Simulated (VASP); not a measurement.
Here is a VASP 6.6.1 calculation.

INCAR

```
  ALGO = Normal
  EDIFF = 1E-6
  ENCUT = 520
  GGA = PE
  ISIF = 2
  ISMEAR = 0
  LASPH = True
  LCHARG = False
  LREAL = False
  LWAVE = False
  NBANDS = 18
  NELM = 60
  PREC = Accurate
  SIGMA = 0.1
```

Contents of KPOINTS:

```
k-points
0
Gamma
  12 12 12
```

POSCAR

```
B3As2
1.0
    1.5690074176      0.9058668549      6.7736290775
   -1.5690074176      0.9058668549      6.7736290775
    0.0000000000     -1.8117337098      6.7736290775
B As
3 2
Direct
    0.0000000000      0.0000000000      0.0000000000
    0.1687454362      0.1687454362      0.1687454362
    0.8312545638      0.8312545638      0.8312545638
    0.3960116636      0.3960116636      0.3960116636
    0.6039883364      0.6039883364      0.6039883364
```

Potentials or basis: VASP PAW PBE potentials, release 64 (B, As).

The run is started by

```sh
$ cat potpaw_PBE.64/B/POTCAR potpaw_PBE.64/As/POTCAR > POTCAR
$ mpirun -np 1 vasp_std > vasp.out
```

(1) Estimate the largest force.

(2) What does it give for the pressure?

## Answers

(1) 0.036 eV/Å.

(2) 0.3 GPa.
